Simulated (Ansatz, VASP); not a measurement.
**One calculation of SiO2, two programs**

The input INCAR:

```
PREC = Accurate
ENCUT = 520
EDIFF = 1E-6
ISMEAR = 0
SIGMA = 0.02
LREAL = False
LASPH = True
NELM = 100
ALGO = Normal
ISIF = 2
LWAVE = False
LCHARG = False
GGA = PE
IBRION = 2
NSW = 60
EDIFFG = -0.01
LUSENCCL = False
```

Contents of KPOINTS:

```
Automatic mesh
0
Gamma
  6 6 4
```

The input POSCAR:

```
SiO2
1.0
    4.9820000000      0.0000000000      0.0000000000
    0.0000000000      4.9820000000      0.0000000000
    0.0000000000      0.0000000000      6.9630000000
Si O
4 8
Direct
    0.2989700000      0.2989700000      0.0000000000
    0.2010300000      0.7989700000      0.2500000000
    0.7010300000      0.7010300000      0.5000000000
    0.7989700000      0.2010300000      0.7500000000
    0.2398900000      0.1034700000      0.1781300000
    0.3965300000      0.7398900000      0.4281300000
    0.7601100000      0.8965300000      0.6781300000
    0.6034700000      0.2601100000      0.9281300000
    0.7398900000      0.3965300000      0.5718700000
    0.8965300000      0.7601100000      0.3218700000
    0.2601100000      0.6034700000      0.0718700000
    0.1034700000      0.2398900000      0.8218700000
```

Input for Ansatz:

```yaml
crystal:
  lattice:
    - [4.982, 0.0, 0.0]
    - [0.0, 4.982, 0.0]
    - [0.0, 0.0, 6.963]
  atoms:
    - { symbol: Si, position: [0.29897, 0.29897, 0.0] }
    - { symbol: Si, position: [0.20103, 0.79897, 0.25] }
    - { symbol: Si, position: [0.70103, 0.70103, 0.5] }
    - { symbol: Si, position: [0.79897, 0.20103, 0.75] }
    - { symbol: O, position: [0.23989, 0.10347, 0.17813] }
    - { symbol: O, position: [0.39653, 0.73989, 0.42813] }
    - { symbol: O, position: [0.76011, 0.89653, 0.67813] }
    - { symbol: O, position: [0.60347, 0.26011, 0.92813] }
    - { symbol: O, position: [0.73989, 0.39653, 0.57187] }
    - { symbol: O, position: [0.89653, 0.76011, 0.32187] }
    - { symbol: O, position: [0.26011, 0.60347, 0.07187] }
    - { symbol: O, position: [0.10347, 0.23989, 0.82187] }
basis:
  ecutwfc: 420
kpoints:
  mp_grid: { grid: [6, 6, 4] }
hamiltonian:
  xc: pbe
scf:
  occupations: { method: gaussian, width: 0.02 }
output:
  forces: true
  stress: true
  eigenvalues: true
relax:
  adjacent_minimum: "off"
  f_tol: 0.01
  max_steps: 40
```

Alike in both runs: task relaxation of the atoms; functional PBE; k mesh 6 × 6 × 4; occupations gaussian, width 0.02 eV; no spin polarisation.

|  | VASP | Ansatz |
| --- | --- | --- |
| version | VASP 6.6.1 | Ansatz 0.2.0 |
| potentials or method | VASP PAW PBE potentials, release 64 (Si, O), cutoff 520 eV | scalar-relativistic, plane waves, PAW |
| valence electrons in the cell | 64 | 64 |

```tsv
	VASP	Ansatz	Ansatz less VASP
gap on the k mesh at the Fermi level, each at its own relaxed structure (eV)	5.61	5.61	+0.001
```

Ansatz's warnings: stress scf threshold loose.
